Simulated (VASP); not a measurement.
Write the native input for VASP 6.6.1 that does the following.

```
Task                   : relaxation of shape and atoms at fixed volume
Functional             : PBE
Potentials or basis    : VASP PAW PBE potentials, release 64 (In_d)
Cutoff                 : 600 eV
k mesh                 : 13 × 13 × 13
Occupations            : fermi-dirac, width 0.05 eV
Spin                   : no spin polarisation
Dipole correction      : no
Further INCAR settings : ALGO = Normal; EDIFF = 1e-07; IBRION = 2; EDIFFG = -0.005; NSW = 50; ISIF = 4
```

The structure of In lies in POSCAR:

```
In
1.0
   -2.5045924294      2.5045924294      1.3298089537
    2.5045924294     -2.5045924294      1.3298089537
    2.5045924294      2.5045924294     -1.3298089537
In
2
Direct
   -0.3750000000     -0.1250000000     -0.2500000000
    0.3750000000      0.1250000000      0.2500000000
```

These files were run (other wordings do the same):

INCAR

```
  PREC = Accurate
  ENCUT = 600
  EDIFF = 1E-7
  ISMEAR = -1
  SIGMA = 0.05
  LREAL = False
  LASPH = True
  NELM = 60
  ALGO = Normal
  ISIF = 4
  LWAVE = False
  LCHARG = False
  GGA = PE
  IBRION = 2
  NSW = 50
  EDIFFG = -0.005
```

KPOINTS

```
regular mesh
0
Gamma
  13 13 13
```

Potentials or basis: VASP PAW PBE potentials, release 64 (In_d).

Command:

```bash
$ cat potpaw_PBE.64/In_d/POTCAR > POTCAR
$ mpirun -np 1 vasp_std > vasp.out
```

Results of the run:

* Energy gained by relaxing: 0.2 meV/atom
* Ionic steps: 3
* Pressure after relaxing: 74.2 GPa
* Band gap on the k mesh: zero (bands 13 and 14 overlap by 9.14 eV)

Caveat: spin-orbit coupling is left out, which moves the levels of the heavy elements.

Run time: 2.2 min on 1 thread of Intel(R) Xeon(R) 6975P-C (Granite Rapids), on a shared host, peak memory 0.25 GiB.
